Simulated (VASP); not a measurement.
# MnSi (P2_13) in VASP: single point with PBE

Aim: the single point of MnSi with PBE.

All numbers are computed with VASP 6.6.1; they aren't measurements. Logs are shortened: lines on timing, memory, paths and dates and some standing lists are left out, and cuts for length are marked.

## (1) The cell of the first run

Symmetry: P2_13, No. 198, cubic system. The conventional cell has a = 4.518 Å, b = 4.518 Å, c = 4.518 Å, α = 90.00°, β = 90.00°, γ = 90.00°. Within 3.0 Å of Mn (site symmetry 3) lie 7 Si at 2.28 to 2.53 Å and 6 Mn at 2.77 Å. Within 3.0 Å of Si (site symmetry 3) lie 7 Mn at 2.28 to 2.53 Å and 6 Si at 2.79 Å.

## (2) Single point, PBE, collinear spin, ferromagnetic start

INCAR reads:

```
ALGO = Normal ; EDIFF = 1E-6
ENCUT = 520 ; GGA = PE
ISIF = 2 ; ISMEAR = 0
ISPIN = 2 ; LASPH = True
LCHARG = False ; LMAXMIX = 4
LORBIT = 11 ; LREAL = False
LWAVE = False ; MAGMOM = 3.5 3.5 3.5 3.5 0 0 0 0
NBANDS = 48 ; NELM = 150
PREC = Accurate ; SIGMA = 0.05
```

KPOINTS reads:

```
k-points
0
Gamma
  8 8 8
```

POSCAR reads:

```
MnSi
1.0
    4.5181925597      0.0000000000      0.0000000000
    0.0000000000      4.5181925597      0.0000000000
    0.0000000000      0.0000000000      4.5181925597
Mn Si
4 4
Direct
    0.1363674735      0.1363674735      0.1363674735
    0.3636325265      0.8636325265      0.6363674735
    0.6363674735      0.3636325265      0.8636325265
    0.8636325265      0.6363674735      0.3636325265
    0.8451638357      0.8451638357      0.8451638357
    0.6548361643      0.1548361643      0.3451638357
    0.3451638357      0.6548361643      0.1548361643
    0.1548361643      0.3451638357      0.6548361643
```

Potentials or basis: VASP PAW PBE potentials, release 64 (Mn_pv, Si).

Run with:

```sh
$ cat potpaw_PBE.64/Mn_pv/POTCAR potpaw_PBE.64/Si/POTCAR > POTCAR
$ mpirun -np 1 vasp_std > vasp.out
```

OUTCAR:

```text
EDIFF = 1E-6
   ENCUT = 520
   GGA = PE
   ISIF = 2
   ISMEAR = 0
   ISPIN = 2
   LASPH = True
   LORBIT = 11
   LREAL = False
   NELM = 150
   PREC = Accurate

 ion  position               nearest neighbor table
   1  0.136  0.136  0.136-   5 2.28   6 2.37   7 2.37   8 2.37   7 2.53   8 2.53   6 2.53   3 2.77
                             4 2.77   2 2.77   2 2.77   4 2.77   3 2.77
   2  0.364  0.864  0.636-   6 2.28   5 2.37   7 2.37   8 2.37   7 2.53   8 2.53   5 2.53   1 2.77
                             1 2.77   3 2.77   3 2.77   4 2.77   4 2.77
   3  0.636  0.364  0.864-   7 2.28   6 2.37   5 2.37   8 2.37   8 2.53   6 2.53   5 2.53   1 2.77
                             4 2.77   2 2.77   2 2.77   4 2.77   1 2.77
   4  0.864  0.636  0.364-   8 2.28   6 2.37   7 2.37   5 2.37   6 2.53   5 2.53   7 2.53   1 2.77
                             3 2.77   2 2.77   1 2.77   2 2.77   3 2.77
   5  0.845  0.845  0.845-   1 2.28   2 2.37   3 2.37   4 2.37   3 2.53   4 2.53   2 2.53   6 2.79
                             7 2.79   8 2.79   6 2.79   8 2.79   7 2.79
   6  0.655  0.155  0.345-   2 2.28   1 2.37   3 2.37   4 2.37   3 2.53   4 2.53   1 2.53   8 2.79
                             5 2.79   5 2.79   7 2.79   7 2.79   8 2.79
   7  0.345  0.655  0.155-   3 2.28   2 2.37   1 2.37   4 2.37   4 2.53   2 2.53   1 2.53   8 2.79
                             5 2.79   8 2.79   6 2.79   6 2.79   5 2.79
   8  0.155  0.345  0.655-   4 2.28   2 2.37   3 2.37   1 2.37   2 2.53   1 2.53   3 2.53   7 2.79
                             5 2.79   7 2.79   5 2.79   6 2.79   6 2.79

  LATTYP: Found a simple cubic cell.
 ALAT       =     4.5181925597

  Lattice vectors:

 A1 = (   4.5181925597,   0.0000000000,   0.0000000000)
 A2 = (   0.0000000000,   4.5181925597,   0.0000000000)
 A3 = (   0.0000000000,   0.0000000000,   4.5181925597)

Analysis of symmetry for initial positions (statically):
=====================================================================
 Subroutine PRICEL returns:
 Original cell was already a primitive cell.

 Routine SETGRP: Setting up the symmetry group for a
 simple cubic supercell.

 Subroutine GETGRP returns: Found 12 space group operations
 (whereof  3 operations were pure point group operations)
 out of a pool of 48 trial point group operations.

The static configuration has the point symmetry C_3 .
 The point group associated with its full space group is T   .

Analysis of symmetry for dynamics (positions and initial velocities):
=====================================================================
 Subroutine PRICEL returns:
 Original cell was already a primitive cell.

 Routine SETGRP: Setting up the symmetry group for a
 simple cubic supercell.

 Subroutine GETGRP returns: Found 12 space group operations
 (whereof  3 operations were pure point group operations)
 out of a pool of 48 trial point group operations.

The dynamic configuration has the point symmetry C_3 .
 The point group associated with its full space group is T   .

Analysis of structural, dynamic, and magnetic symmetry:
=====================================================================
 Subroutine PRICEL returns:
 Original cell was already a primitive cell.

 Routine SETGRP: Setting up the symmetry group for a
 simple cubic supercell.

 Subroutine GETGRP returns: Found 12 space group operations
 (whereof  3 operations were pure point group operations)
 out of a pool of 48 trial point group operations.

The overall configuration has the point symmetry C_3 .
 The point group associated with its full space group is T   .

 Subroutine INISYM returns: Found 12 space group operations
 (whereof  3 operations are pure point group operations),
 and found     1 'primitive' translations

----------------------------------------------------------------------------------------

                                     Primitive cell

  volume of cell :      92.2347

  direct lattice vectors                    reciprocal lattice vectors
     4.518192560  0.000000000  0.000000000     0.221327442  0.000000000  0.000000000
     0.000000000  4.518192560  0.000000000     0.000000000  0.221327442  0.000000000
     0.000000000  0.000000000  4.518192560     0.000000000  0.000000000  0.221327442

  length of vectors
[... 83 lines left out ...]
   NGXF,Y,Z  is equivalent  to a cutoff of  26.49, 26.49, 26.49 a.u.
 SYSTEM =  unknown system
   PREC   = accura    normal or accurate (medium, high low for compatibility)
   ISTART =      0    job   : 0-new  1-cont  2-samecut
   ICHARG =      2    charge: 1-file 2-atom 10-const
   ISPIN  =      2    spin polarized calculation?
   LNONCOLLINEAR =      F non collinear calculations
   LSORBIT =      F    spin-orbit coupling
   LASPH  =      T    aspherical Exc in radial PAW
   ENCUT  =  520.0 eV  38.22 Ry    6.18 a.u.   8.40  8.40  8.40*2*pi/ulx,y,z
   NELM   =    150;   NELMIN=  2; NELMDL= -5     # of ELM steps
   EDIFF  = 0.1E-05   stopping-criterion for ELM
   LREAL  =      F    real-space projection
   EDIFFG = 0.1E-04   stopping-criterion for IOM
   NSW    =      0    number of steps for IOM
   IBRION =     -1    ionic relax: 0-MD 1-quasi-New 2-CG
   NFREE  =      0    steps in history (QN), initial steepest desc. (CG)
   ISIF   =      2    stress and relaxation
   ISYM   =      2    0-nonsym 1-usesym 2-fastsym
   POTIM  = 0.5000    time-step for ionic-motion
   TEBEG  =    0.0;   TEEND  =   0.0 temperature during run
   PSTRESS=    0.0 pullay stress
   NELECT =      68.0000    total number of electrons
   NUPDOWN=      -1.0000    fix difference up-down
   EMIN   =  10.00;   EMAX   =-10.00  energy-range for DOS
   EFERMI =   0.00;   METHOD = LEGACY
   ISMEAR =     0;   SIGMA  =   0.05  broadening in eV -4-tet -1-fermi 0-gaus
   EFERMI_NEDOS =   21; number of points for ismear=-14 and -15
   IALGO  =     38    algorithm
   IMIX   =      4    mixing-type and parameters
     AMIX     =   0.40;   BMIX     =  1.00
     AMIX_MAG =   1.60;   BMIX_MAG =  1.00
  volume/ion in A,a.u.               =      11.53        77.80
  Fermi-wavevector in a.u.,A,eV,Ry     =   1.478926  2.794765 29.758957  2.187222
  Thomas-Fermi vector in A             =   2.593147
   LORBIT       =     11    0 simple, 1 ext, 2 COOP (PROOUT), +10 PAW based schemes
   GGA     = PE    functional components
   LHFCALC =     F    Hartree Fock is set to
   AEXX    =    0.0000 exact exchange contribution
   IVDW    =     0    specifies the selected vdW correction
   LEPSILON=     F    determine dielectric tensor
   LRPA    =     F    only Hartree local field effects (RPA)
 spin polarized calculation
 Gauss-broadening in eV      SIGMA  =   0.05
  energy-cutoff  :      520.00
  volume of cell :       92.23
 maximum number of plane-waves:      2517
 NGX is ok and might be reduce to    36
   NGX = 17   NGY = 17   NGZ = 17

 number of electron      68.0000000 magnetization      14.0000000

 number of electron      68.0000033 magnetization       3.9721927

 Free energy of the ion-electron system (eV)
  ---------------------------------------------------
  ext. energy  EPLUGINS =         0.00000000
  ---------------------------------------------------
  free energy    TOTEN  =       -61.43588830 eV

  energy without entropy =      -61.43258983  energy(sigma->0) =      -61.43423906

 E-fermi :  11.1262     XC(G=0): -12.8203

 val. band max:       11.1160342385   @ k =   0.5000   0.3750   0.3750
 cond. band min:      11.1710053969   @ k =   0.3750   0.3750   0.0000
 fundamental gap:      0.0549711584
 Fermi energy:        11.1262234669

 spin component 1

 k-point     1 :       0.0000    0.0000    0.0000
  band No.  band energies     occupation
      1     -37.2747      1.00000
      2     -37.2747      1.00000
      3     -37.2747      1.00000
      4     -37.2012      1.00000
      5     -37.2012      1.00000
      6     -37.1966      1.00000
[... 1165 lines left out ...]
     45      15.2800      0.00000
     46      16.0779      0.00000

 [... further k-points ...]

 spin component 2

 k-point     1 :       0.0000    0.0000    0.0000
  band No.  band energies     occupation
      1     -36.2630      1.00000
      2     -36.2630      1.00000
      3     -36.2630      1.00000
      4     -36.1762      1.00000
      5     -36.0459      1.00000
      6     -36.0459      1.00000
[... 1165 lines left out ...]
     45      15.7498      0.00000
     46      16.4294      0.00000

 [... further k-points ...]

 [bands above 46 left out]

------------------------ aborting loop because EDIFF is reached ----------------------------------------

  FORCE on cell =-STRESS in cart. coord.  units (eV):
  Direction    XX          YY          ZZ          XY          YZ          ZX
  --------------------------------------------------------------------------------------
  -------------------------------------------------------------------------------------
  Total       -0.0205983     -0.0205983     -0.0205983      0.0000000      0.0000000      0.0000000
  in kB       -0.3578068     -0.3578068     -0.3578068      0.0000000      0.0000000      0.0000000
  external PRESSURE =      -0.3578068 kB  Pullay stress =       0.0000000 kB

 VOLUME and BASIS-vectors are now :
 -----------------------------------------------------------------------------
  energy-cutoff  :      520.00
  volume of cell :       92.23
      direct lattice vectors                 reciprocal lattice vectors
     4.518192560  0.000000000  0.000000000     0.221327442  0.000000000  0.000000000
     0.000000000  4.518192560  0.000000000     0.000000000  0.221327442  0.000000000
     0.000000000  0.000000000  4.518192560     0.000000000  0.000000000  0.221327442

 POSITION                                       TOTAL-FORCE (eV/Angst)
 -----------------------------------------------------------------------------------
      0.61613      0.61613      0.61613         0.008059      0.008059      0.008059
      1.64296      3.90206      2.87523        -0.008059     -0.008059      0.008059
      2.87523      1.64296      3.90206         0.008059     -0.008059     -0.008059
      3.90206      2.87523      1.64296        -0.008059      0.008059     -0.008059
      3.81861      3.81861      3.81861        -0.001384     -0.001384     -0.001384
      2.95868      0.69958      1.55952         0.001384      0.001384     -0.001384
      1.55952      2.95868      0.69958        -0.001384      0.001384      0.001384
      0.69958      1.55952      2.95868         0.001384     -0.001384      0.001384
 -----------------------------------------------------------------------------------
    total drift:                               -0.000001     -0.000001      0.000000

  FREE ENERGIE OF THE ION-ELECTRON SYSTEM (eV)
  ---------------------------------------------------
  free  energy   TOTEN  =       -61.4358882990 eV

  energy  without entropy=      -61.4325898293  energy(sigma->0) =      -61.43423906

 total charge

# of ion       s       p       d       tot
------------------------------------------
    1        0.334   6.388   5.289  12.011
    2        0.334   6.388   5.289  12.011
    3        0.334   6.388   5.289  12.011
    4        0.334   6.388   5.289  12.011
    5        0.744   0.905   0.000   1.649
    6        0.744   0.905   0.000   1.649
    7        0.744   0.905   0.000   1.649
    8        0.744   0.905   0.000   1.649
--------------------------------------------------
tot          4.310  29.176  21.156  54.642

 magnetization (x)

# of ion       s       p       d       tot
------------------------------------------
    1        0.001   0.007   1.044   1.052
    2        0.001   0.007   1.044   1.052
    3        0.001   0.007   1.044   1.052
    4        0.001   0.007   1.044   1.052
    5       -0.013  -0.036   0.000  -0.048
    6       -0.013  -0.036   0.000  -0.048
    7       -0.013  -0.036   0.000  -0.048
    8       -0.013  -0.036   0.000  -0.048
--------------------------------------------------
tot         -0.049  -0.113   4.177   4.016
```

Wall time 8.3 min (1 thread of Intel Xeon Platinum 8259CL at 2.50GHz (Skylake/Cascade Lake), shared host); peak memory 0.41 GiB.

Results:

| Item | Value |
| --- | --- |
| Free energy | -61.4359 eV |
| Pressure | 0.0 GPa |
| Largest force | 0.014 eV/Å |
| Band gap on the k mesh | zero (filled and empty bands overlap) |
| Net moment | 3.97 μB per cell |
| Site moments | Mn +1.05; Si -0.05 μB |
| Valence electrons inside the program's atomic spheres | Mn 12.01; Si 1.65 |

Forces on the atoms (eV/Å):
```
Mn   0.008  0.008  0.008
Mn  -0.008 -0.008  0.008
Mn   0.008 -0.008 -0.008
Mn  -0.008  0.008 -0.008
Si  -0.001 -0.001 -0.001
Si   0.001  0.001 -0.001
Si  -0.001  0.001  0.001
Si   0.001 -0.001  0.001
```
